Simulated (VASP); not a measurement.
# Sb (I4/mcm) in VASP: further runs

The runs below take Sb through single point, with PBEsol.

Everything below comes from runs of VASP 6.6.1. Logs are shortened: lines on timing, memory, paths and dates and some standing lists are left out, and cuts for length are marked.

### Step 1. The cell of the first run

It takes space group I4/mcm (No. 140, tetragonal). Conventional cell: a = 5.615 Å, b = 5.615 Å, c = 5.572 Å, α = 90.00°, β = 90.00°, γ = 90.00°. Sb (site symmetry m2m) has 11 Sb at 2.82 to 3.75 Å within 3.8 Å.

### Step 2. Single point, PBEsol

Input file INCAR:

```
PREC = Accurate
ENCUT = 520
EDIFF = 1E-6
ISMEAR = -1
SIGMA = 0.05
LREAL = False
LASPH = True
NELM = 60
ALGO = Normal
ISIF = 2
LWAVE = False
LCHARG = False
GGA = PS
NBANDS = 18
```

Input file KPOINTS:

```
regular mesh
0
Gamma
  7 7 7
```

Input file POSCAR:

```
Sb
1.0
   -2.8077015217      2.8077015217      2.7861798198
    2.8077015217     -2.8077015217      2.7861798198
    2.8077015217      2.8077015217     -2.7861798198
Sb
4
Direct
    0.7237861407      0.2237861407      0.9475722814
    0.2237861407      0.2762138593      0.5000000000
    0.2762138593      0.7762138593      0.0524277186
    0.7762138593      0.7237861407      0.5000000000
```

Potentials or basis: VASP PAW PBE potentials, release 64 (Sb).

Command:

```
> cat potpaw_PBE.64/Sb/POTCAR > POTCAR
> mpirun -np 1 vasp_std > vasp.out
```

OUTCAR:

```text
PREC = Accurate
   ENCUT = 520
   EDIFF = 1E-6
   ISMEAR = -1
   LREAL = False
   LASPH = True
   NELM = 60
   ISIF = 2
   GGA = PS

 ion  position               nearest neighbor table
   1  0.724  0.224  0.948-   3 2.82   3 2.82   4 2.82   2 2.82   4 2.82   2 2.82   3 3.55   4 3.75
                             2 3.75   2 3.75   4 3.75
   2  0.224  0.276  0.500-   4 2.82   4 2.82   1 2.82   3 2.82   3 2.82   1 2.82   4 3.55   1 3.75
                             1 3.75   3 3.75   3 3.75
   3  0.276  0.776  0.052-   1 2.82   1 2.82   4 2.82   2 2.82   4 2.82   2 2.82   1 3.55   2 3.75
                             4 3.75   4 3.75   2 3.75
   4  0.776  0.724  0.500-   2 2.82   2 2.82   1 2.82   1 2.82   3 2.82   3 2.82   2 3.55   1 3.75
                             3 3.75   1 3.75   3 3.75

  LATTYP: Found a body centered tetragonal cell.
 ALAT       =     5.6154030434
 C/A-ratio  =     0.9923347615

  Lattice vectors:

 A1 = (  -2.8077015217,   2.8077015217,   2.7861798198)
 A2 = (   2.8077015217,  -2.8077015217,   2.7861798198)
 A3 = (   2.8077015217,   2.8077015217,  -2.7861798198)

Analysis of symmetry for initial positions (statically):
=====================================================================
 Subroutine PRICEL returns:
 Original cell was already a primitive cell.

 Routine SETGRP: Setting up the symmetry group for a
 body centered tetragonal supercell.

 Subroutine GETGRP returns: Found 16 space group operations
 (whereof  8 operations were pure point group operations)
 out of a pool of 16 trial point group operations.

The static configuration has the point symmetry C_4h.
 The point group associated with its full space group is D_4h.

Analysis of symmetry for dynamics (positions and initial velocities):
=====================================================================
 Subroutine PRICEL returns:
 Original cell was already a primitive cell.

 Routine SETGRP: Setting up the symmetry group for a
 body centered tetragonal supercell.

 Subroutine GETGRP returns: Found 16 space group operations
 (whereof  8 operations were pure point group operations)
 out of a pool of 16 trial point group operations.

The dynamic configuration has the point symmetry C_4h.
 The point group associated with its full space group is D_4h.

 Subroutine INISYM returns: Found 16 space group operations
 (whereof  8 operations are pure point group operations),
 and found     1 'primitive' translations

----------------------------------------------------------------------------------------

                                     Primitive cell

  volume of cell :      87.8559

  direct lattice vectors                    reciprocal lattice vectors
    -2.807701522  2.807701522  2.786179820     0.000000000  0.178081607  0.179457190
     2.807701522 -2.807701522  2.786179820     0.178081607  0.000000000  0.179457190
     2.807701522  2.807701522 -2.786179820     0.178081607  0.178081607  0.000000000

  length of vectors
     4.850687957  4.850687957  4.850687957     0.252819979  0.252819979  0.251845424

  position of ions in fractional coordinates (direct lattice)
     0.723786141  0.223786141  0.947572281
     0.223786141  0.276213859  0.500000000
     0.276213859  0.776213859  0.052427719
     0.776213859  0.723786141  0.500000000

  ion indices of the primitive-cell ions
   primitive index   ion index
                 1           1
                 2           2
                 3           3
                 4           4

----------------------------------------------------------------------------------------

 KPOINTS: regular mesh

Automatic generation of k-mesh.
 Grid dimensions read from file:
 generate k-points for:    7    7    7

 Generating k-lattice:

  Cartesian coordinates                     Fractional coordinates (reciprocal lattice)
     0.000000000  0.025440230  0.025636741     0.142857143 -0.000000000  0.000000000
     0.025440230  0.000000000  0.025636741    -0.000000000  0.142857143  0.000000000
     0.025440230  0.025440230  0.000000000     0.000000000  0.000000000  0.142857143

  Length of vectors
     0.036117140  0.036117140  0.035977918

  Shift w.r.t. Gamma in fractional coordinates (k-lattice)
     0.000000000  0.000000000  0.000000000

 Subroutine IBZKPT returns following result:
 ===========================================

 Found     40 irreducible k-points:

 Following reciprocal coordinates:
            Coordinates               Weight
  0.000000  0.000000  0.000000      1.000000
  0.142857  0.000000 -0.000000      8.000000
  0.285714 -0.000000  0.000000      8.000000
  0.428571  0.000000 -0.000000      8.000000
  0.142857  0.142857 -0.000000      8.000000
  0.285714  0.142857  0.000000     16.000000
[... 16 lines left out ...]
 -0.142857  0.285714  0.142857      8.000000
 -0.428571  0.428571  0.142857      8.000000
 [... further k-points ...]
   k-points           NKPTS =     40   k-points in BZ     NKDIM =     40   number of bands    NBANDS=     18
   number of dos      NEDOS =    301   number of ions     NIONS =      4
   total plane-waves  NPLWV =  46656
   dimension x,y,z NGX =    36 NGY =   36 NGZ =   36
   dimension x,y,z NGXF=    72 NGYF=   72 NGZF=   72
   ions per type =               4
   NGX,Y,Z   is equivalent  to a cutoff of  12.34, 12.34, 12.34 a.u.
   NGXF,Y,Z  is equivalent  to a cutoff of  24.68, 24.68, 24.68 a.u.
 SYSTEM =  unknown system
   PREC   = accura    normal or accurate (medium, high low for compatibility)
   ISTART =      0    job   : 0-new  1-cont  2-samecut
   ICHARG =      2    charge: 1-file 2-atom 10-const
   ISPIN  =      1    spin polarized calculation?
   LNONCOLLINEAR =      F non collinear calculations
   LSORBIT =      F    spin-orbit coupling
   LASPH  =      T    aspherical Exc in radial PAW
   ENCUT  =  520.0 eV  38.22 Ry    6.18 a.u.   9.02  9.02  9.02*2*pi/ulx,y,z
   NELM   =     60;   NELMIN=  2; NELMDL= -5     # of ELM steps
   EDIFF  = 0.1E-05   stopping-criterion for ELM
   LREAL  =      F    real-space projection
   EDIFFG = 0.1E-04   stopping-criterion for IOM
   NSW    =      0    number of steps for IOM
   IBRION =     -1    ionic relax: 0-MD 1-quasi-New 2-CG
   NFREE  =      0    steps in history (QN), initial steepest desc. (CG)
   ISIF   =      2    stress and relaxation
   ISYM   =      2    0-nonsym 1-usesym 2-fastsym
   POTIM  = 0.5000    time-step for ionic-motion
   TEBEG  =    0.0;   TEEND  =   0.0 temperature during run
   PSTRESS=    0.0 pullay stress
   NELECT =      20.0000    total number of electrons
   NUPDOWN=      -1.0000    fix difference up-down
   EMIN   =  10.00;   EMAX   =-10.00  energy-range for DOS
   EFERMI =   0.00;   METHOD = LEGACY
   ISMEAR =    -1;   SIGMA  =   0.05  broadening in eV -4-tet -1-fermi 0-gaus
   EFERMI_NEDOS =   21; number of points for ismear=-14 and -15
   IALGO  =     38    algorithm
   IMIX   =      4    mixing-type and parameters
     AMIX     =   0.40;   BMIX     =  1.00
     AMIX_MAG =   1.60;   BMIX_MAG =  1.00
  volume/ion in A,a.u.               =      21.96       148.22
  Fermi-wavevector in a.u.,A,eV,Ry     =   0.999604  1.888977 13.595042  0.999207
  Thomas-Fermi vector in A             =   2.131905
   LORBIT       =      0    0 simple, 1 ext, 2 COOP (PROOUT), +10 PAW based schemes
   GGA     = PS    functional components
   LHFCALC =     F    Hartree Fock is set to
   AEXX    =    0.0000 exact exchange contribution
   IVDW    =     0    specifies the selected vdW correction
   LEPSILON=     F    determine dielectric tensor
   LRPA    =     F    only Hartree local field effects (RPA)
 non-spin polarized calculation
  energy-cutoff  :      520.00
  volume of cell :       87.86
 maximum number of plane-waves:      2390
   NGX = 19   NGY = 19   NGZ = 19

 number of electron      19.9999998 magnetization

 Free energy of the ion-electron system (eV)
  ---------------------------------------------------
  ext. energy  EPLUGINS =         0.00000000
  ---------------------------------------------------
  free energy    TOTEN  =       -16.10019524 eV

  energy without entropy =      -16.08954704  energy(sigma->0) =      -16.09487114

 E-fermi :  11.4865     XC(G=0): -11.1114

 val. band max:       11.4613758313   @ k =   0.2857   0.2857   0.1429
 cond. band min:      11.5253189250   @ k =   0.2857   0.2857   0.1429
 fundamental gap:      0.0639430937
 Fermi energy:        11.4865303903

 k-point     1 :       0.0000    0.0000    0.0000
  band No.  band energies     occupation
      1      -3.7351      2.00000
      2       4.0936      2.00000
      3       4.1992      2.00000
      4       4.1992      2.00000
      5       6.2353      2.00000
      6       6.4159      2.00000
[... 10 lines left out ...]
     17      18.1457      0.00000
     18      18.5866      0.00000

 k-point     2 :       0.1429    0.0000   -0.0000
  band No.  band energies     occupation
      1      -3.5348      2.00000
      2       2.9793      2.00000
      3       3.5706      2.00000
      4       3.6447      2.00000
      5       6.1744      2.00000
      6       6.2211      2.00000
[... 10 lines left out ...]
     17      18.6122      0.00000
     18      19.7054      0.00000

 k-point     3 :       0.2857   -0.0000    0.0000
  band No.  band energies     occupation
      1      -2.9352      2.00000
      2       1.1177      2.00000
      3       2.8853      2.00000
      4       2.9266      2.00000
      5       5.8830      2.00000
      6       5.8916      2.00000
[... 10 lines left out ...]
     17      17.9201      0.00000
     18      18.3875      0.00000

 k-point     4 :       0.4286    0.0000   -0.0000
  band No.  band energies     occupation
      1      -1.9424      2.00000
      2      -0.5747      2.00000
      3       2.5133      2.00000
      4       2.5267      2.00000
      5       5.6681      2.00000
      6       5.6690      2.00000
[... 10 lines left out ...]
     17      17.1057      0.00000
     18      18.3785      0.00000

 k-point     5 :       0.1429    0.1429   -0.0000
  band No.  band energies     occupation
      1      -3.1333      2.00000
      2       2.0894      2.00000
      3       2.1533      2.00000
      4       3.3142      2.00000
      5       6.1362      2.00000
      6       6.4760      2.00000
[... 10 lines left out ...]
     17      18.7446      0.00000
     18      19.1342      0.00000

 k-point     6 :       0.2857    0.1429    0.0000
  band No.  band energies     occupation
      1      -2.3356      2.00000
      2       0.3603      2.00000
      3       1.5461      2.00000
      4       2.8776      2.00000
      5       5.8876      2.00000
      6       7.0035      2.00000
[... 10 lines left out ...]
     17      16.9337      0.00000
     18      17.2487      0.00000

 k-point     7 :       0.4286    0.1429   -0.0000
  band No.  band energies     occupation
      1      -1.1651      2.00000
      2      -1.1545      2.00000
      3       1.3413      2.00000
      4       2.7178      2.00000
      5       5.7501      2.00000
      6       6.9732      2.00000
[... 10 lines left out ...]
     17      17.0964      0.00000
     18      17.6179      0.00000

 k-point     8 :      -0.4286    0.1429    0.0000
  band No.  band energies     occupation
      1      -2.3434      2.00000
      2       0.3727      2.00000
      3       1.5254      2.00000
      4       2.9052      2.00000
      5       5.8967      2.00000
      6       7.0405      2.00000
[... 10 lines left out ...]
     17      16.5710      0.00000
     18      17.6106      0.00000
[... 229 lines left out ...]
     17      18.6074      0.00000
     18      19.1383      0.00000

 k-point    20 :       0.2857    0.2857    0.1429
  band No.  band energies     occupation
      1      -0.4398      2.00000
      2      -0.3679      2.00000
      3      -0.3098      2.00000
      4       0.9948      2.00000
      5       8.9659      2.00000
      6       9.2083      2.00000
[... 10 lines left out ...]
     17      19.8735      0.00000
     18      19.9478      0.00000

 k-point    21 :       0.4286    0.2857    0.1429
  band No.  band energies     occupation
      1      -1.5557      2.00000
      2      -0.1923      2.00000
      3       1.0947      2.00000
      4       1.2281      2.00000
      5       7.8865      2.00000
      6       8.0094      2.00000
[... 10 lines left out ...]
     17      17.8627      0.00000
     18      17.9752      0.00000

 k-point    22 :      -0.2857    0.2857    0.1429
  band No.  band energies     occupation
      1      -2.7461      2.00000
      2       1.1245      2.00000
      3       1.7630      2.00000
      4       4.4034      2.00000
      5       5.0094      2.00000
      6       5.5396      2.00000
[... 10 lines left out ...]
     17      16.8457      0.00000
     18      18.9456      0.00000

 k-point    23 :      -0.1429    0.2857    0.1429
  band No.  band energies     occupation
      1      -2.7445      2.00000
      2       1.1714      2.00000
      3       1.7113      2.00000
      4       4.3806      2.00000
      5       4.9597      2.00000
      6       5.6153      2.00000
[... 10 lines left out ...]
     17      16.7583      0.00000
     18      18.9297      0.00000

 k-point    24 :      -0.4286    0.4286    0.1429
  band No.  band energies     occupation
      1      -1.7718      2.00000
      2      -0.4390      2.00000
      3       1.3650      2.00000
      4       4.1076      2.00000
      5       4.6922      2.00000
      6       6.4168      2.00000
[... 10 lines left out ...]
     17      17.1656      0.00000
     18      18.0931      0.00000

 [... further k-points ...]

------------------------ aborting loop because EDIFF is reached ----------------------------------------

  FORCE on cell =-STRESS in cart. coord.  units (eV):
  Direction    XX          YY          ZZ          XY          YZ          ZX
  --------------------------------------------------------------------------------------
  -------------------------------------------------------------------------------------
  Total       16.8799266     16.8799266     16.9502868      0.0000000      0.0000000     -0.0000000
  in kB      307.8294228    307.8294228    309.1125403      0.0000000      0.0000000     -0.0000000
  external PRESSURE =     308.2571287 kB  Pullay stress =       0.0000000 kB

 VOLUME and BASIS-vectors are now :
 -----------------------------------------------------------------------------
  energy-cutoff  :      520.00
  volume of cell :       87.86
      direct lattice vectors                 reciprocal lattice vectors
    -2.807701522  2.807701522  2.786179820     0.000000000  0.178081607  0.179457190
     2.807701522 -2.807701522  2.786179820     0.178081607  0.000000000  0.179457190
     2.807701522  2.807701522 -2.786179820     0.178081607  0.178081607  0.000000000

 POSITION                                       TOTAL-FORCE (eV/Angst)
 -----------------------------------------------------------------------------------
      1.25665      4.06435      0.00000        -0.015481     -0.015481     -0.000000
      1.55105      1.25665      0.00000         0.015481     -0.015481      0.000000
      1.55105     -1.25665      2.78618         0.015481      0.015481     -0.000000
      1.25665      1.55105      2.78618        -0.015481      0.015481      0.000000
 -----------------------------------------------------------------------------------
    total drift:                                0.000000     -0.000000      0.000000

  FREE ENERGIE OF THE ION-ELECTRON SYSTEM (eV)
  ---------------------------------------------------
  free  energy   TOTEN  =       -16.1001952434 eV

  energy  without entropy=      -16.0895470363  energy(sigma->0) =      -16.09487114
```

Wall time 18 s (1 thread of Intel Xeon 6975P-C (Granite Rapids), shared host); peak memory 0.22 GiB.

What came out:

```
Free energy            : -16.1002 eV
Pressure               : 30.8 GPa
Largest force          : 0.022 eV/Å
Band gap on the k mesh : zero (bands 10 and 11 overlap by 2.38 eV)
```

Forces in eV/Å, atoms in the order of the input:
```
Sb  -0.015 -0.015  0.000
Sb   0.015 -0.015  0.000
Sb   0.015  0.015  0.000
Sb  -0.015  0.015  0.000
```

Caveat: the cell stands under pressure; the PAW data sets were made with another functional, which shifts forces and pressure a little; spin-orbit coupling is left out, which moves the levels of the heavy elements.

### Step 3. Single point, PBEsol

This run uses another cell than the first one, of 29.59 Å³/atom.

Input file INCAR:

```
SYSTEM = Sb
  PREC = Accurate
  ENCUT = 520
  EDIFF = 1E-6
  ISMEAR = -1
  SIGMA = 0.05
  LREAL = .False.
  LASPH = .True.
  NELM = 80
  ALGO = Normal
  ISIF = 2
  LWAVE = .False.
  LCHARG = .True.
  GGA = PS
  LELF = .True.
  LVHAR = .True.
  NBANDS = 18
```

Input file KPOINTS:

```
regular mesh
0
Gamma
  7 7 7
  0 0 0
```

Input file POSCAR:

```
Sb
1.0
   -3.8223138727      3.8223138727      2.0252480529
    3.8223138727     -3.8223138727      2.0252480529
    3.8223138727      3.8223138727     -2.0252480529
Sb
4
Direct
    0.6526588949      0.1526588949      0.8053177899
    0.1526588949      0.3473411051      0.5000000000
    0.3473411051      0.8473411051      0.1946822101
    0.8473411051      0.6526588949      0.5000000000
```

Potentials or basis: VASP PAW PBE potentials, release 64 (Sb).

Command:

```
> cat potpaw_PBE.64/Sb/POTCAR > POTCAR
> mpirun -np 1 vasp_std > vasp.out
```

It took 54 s on 1 thread of Intel Xeon 6975P-C (Granite Rapids), shared host; peak memory 0.33 GiB.

The run converged. Its results:

| Property | Result |
| --- | --- |
| Free energy | -17.0176 eV |
| Pressure | 5.2 GPa |
| Largest force | 0.020 eV/Å |
| Band gap on the k mesh | zero (bands 10 and 11 overlap by 1.75 eV) |

Forces on the atoms (eV/Å):
```
Sb  -0.014 -0.014  0.000
Sb   0.014 -0.014  0.000
Sb   0.014  0.014  0.000
Sb  -0.014  0.014  0.000
```

Stress tensor (GPa, compression positive):
```
5.11 0.00 0.00
0.00 5.11 0.00
0.00 0.00 5.25
```

Levels at points of the mesh, in eV from the Fermi level:
```csv
k point,band 6,band 7,band 8,band 9,band 10,band 11,band 12,band 13,band 14,band 15
"(0.00, 0.00, 0.00)",-1.41,-1.41,-1.41,-1.38,-1.16,-1.16,-0.77,2.47,2.47,3.22
```

Caveat: the cell stands under pressure; the PAW data sets were made with another functional, which shifts forces and pressure a little; spin-orbit coupling is left out, which moves the levels of the heavy elements.

(Continued in part 2 of 2.)

The gap in the log of VASP goes by the Fermi energy; the results here count the filled bands.